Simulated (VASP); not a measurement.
Wanted: the native input for a VASP 6.6.1 run.

```yaml
Task: single point
Functional: HSE06
Potentials_or_basis: VASP PAW PBE potentials, release 64 (Na_pv, F)
Cutoff: 520 eV
k_mesh: 4 × 4 × 4
Occupations: gaussian, width 0.01 eV
Spin: no spin polarisation
Dipole_correction: no
Grid_for_exact_exchange_PRECFOCK: Normal
Further_INCAR_settings: ALGO = Normal; EDIFF = 1e-07; NBANDS = 14
Screening_parameter: 0.2079 1/Å
```

Crystal: NaF.

```
Na F
1.0
     2.79349    0.00000    0.00000
     0.00000    2.79349    0.00000
     0.00000    0.00000    2.79349
Na F
1 1
Direct
  0.00000 0.00000 0.00000
  0.50000 0.50000 0.50000
```

The input as run:

POSCAR

```
NaF
1.0
    2.7934852186      0.0000000000      0.0000000000
    0.0000000000      2.7934852186      0.0000000000
    0.0000000000      0.0000000000      2.7934852186
Na F
1 1
Direct
    0.0000000000      0.0000000000      0.0000000000
    0.5000000000      0.5000000000      0.5000000000
```

INCAR.step1

```
PREC = Accurate
ENCUT = 520
EDIFF = 1E-5
ISMEAR = 0
SIGMA = 0.01
LREAL = F
LASPH = T
NELM = 60
ALGO = Normal
ISIF = 2
LWAVE = T
NBANDS = 14
GGA = PE
```

INCAR.step2

```
PREC = Accurate
ENCUT = 520
EDIFF = 1E-7
ISMEAR = 0
SIGMA = 0.01
LREAL = F
LASPH = T
NELM = 60
ALGO = Normal
ISIF = 2
LWAVE = F
LCHARG = T
GGA = PE
LHFCALC = T
HFSCREEN = 0.2079
PRECFOCK = Normal
LELF = T
LVHAR = T
NBANDS = 14
ISTART = 1
```

KPOINTS

```
regular mesh
0
Gamma
  4 4 4
```

Potentials or basis: VASP PAW PBE potentials, release 64 (Na_pv, F).

Command:

```console
$ cat potpaw_PBE.64/Na_pv/POTCAR potpaw_PBE.64/F/POTCAR > POTCAR
$ cp INCAR.step1 INCAR
$ mpirun -np 1 vasp_std > vasp.out
$ cp INCAR.step2 INCAR
$ mpirun -np 1 vasp_std > vasp.out
```

It gave:

The pressure is 1.9 GPa and the band gap on the k mesh is 8.30 eV, indirect (least direct gap 8.65 eV).

Caveat: the k points lie up to 0.56 Å⁻¹ apart; the PAW data sets were made with another functional, which shifts forces and pressure a little.

Wall time 2.3 min on 1 thread of Intel Xeon 8259CL, on a shared host, peak memory 0.23 GiB.
